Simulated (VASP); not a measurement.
# Bi (P6_3/mmc) in VASP: a series of runs, part 2 of 3

VASP 6.6.1. Earlier steps stand in the parts before.

## 4. Single point, PBEsol (31.26 Å³/atom)

This run uses another cell than the first one, of 31.26 Å³/atom.

Contents of INCAR:

```
SYSTEM = Bi
  ALGO = Fast
  EDIFF = 1E-6
  ENCUT = 520
  GGA = PS
  ISIF = 2
  ISMEAR = 0
  LASPH = .TRUE.
  LCHARG = .FALSE.
  LREAL = .FALSE.
  LWAVE = .FALSE.
  NBANDS = 22
  NELM = 60
  PREC = Accurate
  SIGMA = 0.1
```

Contents of KPOINTS:

```
k-points
0
G
  12 12 10
  0 0 0
```

Contents of POSCAR:

```
Bi
1.0
    4.1341573564      0.0000000000      0.0000000000
   -2.0670786782      3.5802852939      0.0000000000
    0.0000000000      0.0000000000      4.2240623149
Bi
2
Direct
    0.3333333333      0.6666666667      0.2500000000
    0.6666666667      0.3333333333      0.7500000000
```

Potentials or basis: VASP PAW PBE potentials, release 64 (Bi_d).

Launch:

```console
cat potpaw_PBE.64/Bi_d/POTCAR > POTCAR
mpirun -np 1 vasp_std > vasp.out
```

OUTCAR:

```text
SYSTEM = Bi
   EDIFF = 1E-6
   ENCUT = 520
   GGA = PS
   ISIF = 2
   ISMEAR = 0
   LASPH = .TRUE.
   LREAL = .FALSE.
   NELM = 60
   PREC = Accurate

 ion  position               nearest neighbor table
   1  0.333  0.667  0.250-   2 3.19   2 3.19   2 3.19   2 3.19   2 3.19   2 3.19
   2  0.667  0.333  0.750-   1 3.19   1 3.19   1 3.19   1 3.19   1 3.19   1 3.19

  LATTYP: Found a hexagonal cell.
 ALAT       =     4.1341573564
 C/A-ratio  =     1.0217468642

  Lattice vectors:

 A1 = (   4.1341573564,   0.0000000000,   0.0000000000)
 A2 = (  -2.0670786782,   3.5802852939,   0.0000000000)
 A3 = (   0.0000000000,   0.0000000000,   4.2240623149)

Analysis of symmetry for initial positions (statically):
=====================================================================
 Subroutine PRICEL returns:
 Original cell was already a primitive cell.

 Routine SETGRP: Setting up the symmetry group for a
 hexagonal supercell.

 Subroutine GETGRP returns: Found 24 space group operations
 (whereof 12 operations were pure point group operations)
 out of a pool of 24 trial point group operations.

The static configuration has the point symmetry D_3d.
 The point group associated with its full space group is D_6h.

Analysis of symmetry for dynamics (positions and initial velocities):
=====================================================================
 Subroutine PRICEL returns:
 Original cell was already a primitive cell.

 Routine SETGRP: Setting up the symmetry group for a
 hexagonal supercell.

 Subroutine GETGRP returns: Found 24 space group operations
 (whereof 12 operations were pure point group operations)
 out of a pool of 24 trial point group operations.

The dynamic configuration has the point symmetry D_3d.
 The point group associated with its full space group is D_6h.

 Subroutine INISYM returns: Found 24 space group operations
 (whereof 12 operations are pure point group operations),
 and found     1 'primitive' translations

----------------------------------------------------------------------------------------

                                     Primitive cell

  volume of cell :      62.5223

  direct lattice vectors                    reciprocal lattice vectors
     4.134157356  0.000000000  0.000000000     0.241887261  0.139653675  0.000000000
    -2.067078678  3.580285294  0.000000000     0.000000000  0.279307351  0.000000000
     0.000000000  0.000000000  4.224062315     0.000000000  0.000000000  0.236738932

  length of vectors
     4.134157356  4.134157356  4.224062315     0.279307351  0.279307351  0.236738932

  position of ions in fractional coordinates (direct lattice)
     0.333333333  0.666666667  0.250000000
     0.666666667  0.333333333  0.750000000

  ion indices of the primitive-cell ions
   primitive index   ion index
                 1           1
                 2           2

----------------------------------------------------------------------------------------

 KPOINTS: k-points

Automatic generation of k-mesh.
 Grid dimensions read from file:
 generate k-points for:   12   12   10

 Generating k-lattice:

  Cartesian coordinates                     Fractional coordinates (reciprocal lattice)
     0.020157272  0.011637806  0.000000000     0.083333333  0.000000000  0.000000000
     0.000000000  0.023275613  0.000000000     0.000000000  0.083333333  0.000000000
     0.000000000  0.000000000  0.023673893     0.000000000  0.000000000  0.100000000

  Length of vectors
     0.023275613  0.023275613  0.023673893

  Shift w.r.t. Gamma in fractional coordinates (k-lattice)
     0.000000000  0.000000000  0.000000000

 Subroutine IBZKPT returns following result:
 ===========================================

 Found    114 irreducible k-points:

 Following reciprocal coordinates:
            Coordinates               Weight
  0.000000  0.000000  0.000000      1.000000
  0.083333  0.000000  0.000000      6.000000
  0.166667  0.000000  0.000000      6.000000
  0.250000  0.000000  0.000000      6.000000
  0.333333  0.000000  0.000000      6.000000
  0.416667  0.000000  0.000000      6.000000
[... 16 lines left out ...]
  0.250000  0.000000  0.100000     12.000000
  0.333333  0.000000  0.100000     12.000000
 [... further k-points ...]
   k-points           NKPTS =    114   k-points in BZ     NKDIM =    114   number of bands    NBANDS=     22
   number of dos      NEDOS =    301   number of ions     NIONS =      2
   total plane-waves  NPLWV =  32768
   dimension x,y,z NGX =    32 NGY =   32 NGZ =   32
   dimension x,y,z NGXF=    64 NGYF=   64 NGZF=   64
   ions per type =               2
   NGX,Y,Z   is equivalent  to a cutoff of  12.87, 12.87, 12.59 a.u.
   NGXF,Y,Z  is equivalent  to a cutoff of  25.74, 25.74, 25.19 a.u.
 SYSTEM =  Bi
   PREC   = accura    normal or accurate (medium, high low for compatibility)
   ISTART =      0    job   : 0-new  1-cont  2-samecut
   ICHARG =      2    charge: 1-file 2-atom 10-const
   ISPIN  =      1    spin polarized calculation?
   LNONCOLLINEAR =      F non collinear calculations
   LSORBIT =      F    spin-orbit coupling
   LASPH  =      T    aspherical Exc in radial PAW
   ENCUT  =  520.0 eV  38.22 Ry    6.18 a.u.   7.69  7.69  7.85*2*pi/ulx,y,z
   NELM   =     60;   NELMIN=  2; NELMDL= -5     # of ELM steps
   EDIFF  = 0.1E-05   stopping-criterion for ELM
   LREAL  =      F    real-space projection
   EDIFFG = 0.1E-04   stopping-criterion for IOM
   NSW    =      0    number of steps for IOM
   IBRION =     -1    ionic relax: 0-MD 1-quasi-New 2-CG
   NFREE  =      0    steps in history (QN), initial steepest desc. (CG)
   ISIF   =      2    stress and relaxation
   ISYM   =      2    0-nonsym 1-usesym 2-fastsym
   POTIM  = 0.5000    time-step for ionic-motion
   TEBEG  =    0.0;   TEEND  =   0.0 temperature during run
   PSTRESS=    0.0 pullay stress
   NELECT =      30.0000    total number of electrons
   NUPDOWN=      -1.0000    fix difference up-down
   EMIN   =  10.00;   EMAX   =-10.00  energy-range for DOS
   EFERMI =   0.00;   METHOD = LEGACY
   ISMEAR =     0;   SIGMA  =   0.10  broadening in eV -4-tet -1-fermi 0-gaus
   EFERMI_NEDOS =   21; number of points for ismear=-14 and -15
   IALGO  =     68    algorithm
   IMIX   =      4    mixing-type and parameters
     AMIX     =   0.40;   BMIX     =  1.00
     AMIX_MAG =   1.60;   BMIX_MAG =  1.00
  volume/ion in A,a.u.               =      31.26       210.96
  Fermi-wavevector in a.u.,A,eV,Ry     =   1.281652  2.421972 22.349378  1.642633
  Thomas-Fermi vector in A             =   2.414010
   LORBIT       =      0    0 simple, 1 ext, 2 COOP (PROOUT), +10 PAW based schemes
   GGA     = PS    functional components
   LHFCALC =     F    Hartree Fock is set to
   AEXX    =    0.0000 exact exchange contribution
   IVDW    =     0    specifies the selected vdW correction
   LEPSILON=     F    determine dielectric tensor
   LRPA    =     F    only Hartree local field effects (RPA)
 non-spin polarized calculation
 RMM-DIIS sequential band-by-band and
 Gauss-broadening in eV      SIGMA  =   0.10
  energy-cutoff  :      520.00
  volume of cell :       62.52
 maximum number of plane-waves:      1716
 NGX is ok and might be reduce to    32
   NGX = 15   NGY = 15   NGZ = 15

 number of electron      29.9999999 magnetization

 Free energy of the ion-electron system (eV)
  ---------------------------------------------------
  ext. energy  EPLUGINS =         0.00000000
  ---------------------------------------------------
  free energy    TOTEN  =        -8.37893807 eV

  energy without entropy =       -8.37311066  energy(sigma->0) =       -8.37602437

 E-fermi :   7.6127     XC(G=0): -10.3062

 val. band max:        7.6009472407   @ k =   0.2500   0.1667   0.1000
 cond. band min:       7.6285069367   @ k =   0.5000   0.0000   0.5000
 fundamental gap:      0.0275596960
 Fermi energy:         7.6127378598

 k-point     1 :       0.0000    0.0000    0.0000
  band No.  band energies     occupation
      1     -15.3171      2.00000
      2     -15.3171      2.00000
      3     -15.2885      2.00000
      4     -15.1607      2.00000
      5     -15.1607      2.00000
      6     -15.1583      2.00000
[... 14 lines left out ...]
     21      16.8499      0.00000
     22      16.8500      0.00000
[... 552 lines left out ...]
  band No.  band energies     occupation
      1     -15.3489      2.00000
      2     -15.3003      2.00000
      3     -15.2704      2.00000
      4     -15.1909      2.00000
      5     -15.1896      2.00000
      6     -15.1226      2.00000
[... 14 lines left out ...]
     21      15.6028      0.00000
     22      16.6788      0.00000

 [... further k-points ...]

------------------------ aborting loop because EDIFF is reached ----------------------------------------

  FORCE on cell =-STRESS in cart. coord.  units (eV):
  Direction    XX          YY          ZZ          XY          YZ          ZX
  --------------------------------------------------------------------------------------
  -------------------------------------------------------------------------------------
  Total        1.2352460      1.2352460      1.2391314      0.0000000     -0.0000000      0.0000000
  in kB       31.6540361     31.6540361     31.7536009      0.0000000     -0.0000000      0.0000000
  external PRESSURE =      31.6872243 kB  Pullay stress =       0.0000000 kB

 VOLUME and BASIS-vectors are now :
 -----------------------------------------------------------------------------
  energy-cutoff  :      520.00
  volume of cell :       62.52
      direct lattice vectors                 reciprocal lattice vectors
     4.134157356  0.000000000  0.000000000     0.241887261  0.139653675  0.000000000
    -2.067078678  3.580285294  0.000000000     0.000000000  0.279307351  0.000000000
     0.000000000  0.000000000  4.224062315     0.000000000  0.000000000  0.236738932

 POSITION                                       TOTAL-FORCE (eV/Angst)
 -----------------------------------------------------------------------------------
     -0.00000      2.38686      1.05602        -0.000000     -0.000000      0.000000
      2.06708      1.19343      3.16805         0.000000      0.000000      0.000000
 -----------------------------------------------------------------------------------
    total drift:                               -0.000000      0.000000      0.000000

  FREE ENERGIE OF THE ION-ELECTRON SYSTEM (eV)
  ---------------------------------------------------
  free  energy   TOTEN  =        -8.3789380739 eV

  energy  without entropy=       -8.3731106614  energy(sigma->0) =       -8.37602437
```

It took 2.5 min on 1 thread of Intel Xeon 8259CL, shared host; peak memory 0.26 GiB.

What came out:

```yaml
Free_energy: -8.3789 eV
Pressure: 3.2 GPa
Band_gap_on_the_k_mesh: zero (bands 15 and 16 overlap by 3.41 eV)
```

Levels at points of the mesh, in eV from the Fermi level:
```tsv
k point	band 12	band 13	band 14	band 15	band 16	band 17	band 18	band 19
(0.00, 0.00, 0.00)	-7.62	-3.07	-0.66	-0.66	2.56	2.56	3.63	5.14
(0.50, 0.00, 0.00)	-10.24	-2.67	-2.51	-0.84	0.95	1.42	3.67	4.79
(0.00, 0.00, 0.50)	-11.69	0.68	0.68	1.19	1.19	1.19	1.19	7.29
(0.50, 0.00, 0.50)	-10.51	-4.83	-4.83	0.02	0.02	2.19	2.19	9.88
```

Caveat: the cell stands under pressure; the PAW data sets were made with another functional, which shifts forces and pressure a little; spin-orbit coupling is left out, which moves the levels of the heavy elements.

## 5. Single point, PBEsol (32.26 Å³/atom)

This run uses another cell than the first one, of 32.26 Å³/atom.

Contents of INCAR:

```
SYSTEM = Bi
PREC = Accurate
ENCUT = 520
EDIFF = 1E-6
ISMEAR = 0
SIGMA = 0.1
LREAL = .FALSE.
LASPH = .TRUE.
NELM = 80
ALGO = Fast
ISIF = 2
LWAVE = .FALSE.
LCHARG = .FALSE.
GGA = PS
NBANDS = 22
```

Contents of KPOINTS:

```
regular mesh
0
G
  12 12 10
  0 0 0
```

Contents of POSCAR:

```
Bi
1.0
    4.2069155683      0.0000000000      0.0000000000
   -2.1034577841      3.6432957537      0.0000000000
    0.0000000000      0.0000000000      4.2094040168
Bi
2
Direct
    0.3333333333      0.6666666667      0.2500000000
    0.6666666667      0.3333333333      0.7500000000
```

Launch:

```console
cat potpaw_PBE.64/Bi_d/POTCAR > POTCAR
mpirun -np 1 vasp_std > vasp.out
```

It took 1.7 min on 1 thread of Intel Xeon 8259CL, shared host; peak memory 0.26 GiB.

The run converged. Its results:

```yaml
Free_energy: -8.4087 eV
Pressure: 1.5 GPa
Band_gap_on_the_k_mesh: zero (bands 15 and 16 overlap by 3.16 eV)
```

Stress tensor (GPa, compression positive):
```
1.44 0.00 0.00
0.00 1.44 0.00
0.00 0.00 1.53
```

Levels at points of the mesh, in eV from the Fermi level:
```csv
k point,band 12,band 13,band 14,band 15,band 16,band 17,band 18,band 19
"(0.00, 0.00, 0.00)",-7.69,-2.81,-0.80,-0.80,2.40,2.40,3.62,5.01
"(0.50, 0.00, 0.00)",-10.21,-2.60,-2.54,-0.69,1.09,1.48,3.73,4.70
"(0.00, 0.00, 0.50)",-11.52,0.45,0.45,1.06,1.06,1.06,1.06,7.17
"(0.50, 0.00, 0.50)",-10.47,-4.68,-4.68,-0.03,-0.03,2.13,2.13,9.79
```

Caveat: the PAW data sets were made with another functional, which shifts forces and pressure a little; spin-orbit coupling is left out, which moves the levels of the heavy elements.

[end of part 2 of 3]

The gap in the log of VASP goes by the Fermi energy; the results here count the filled bands.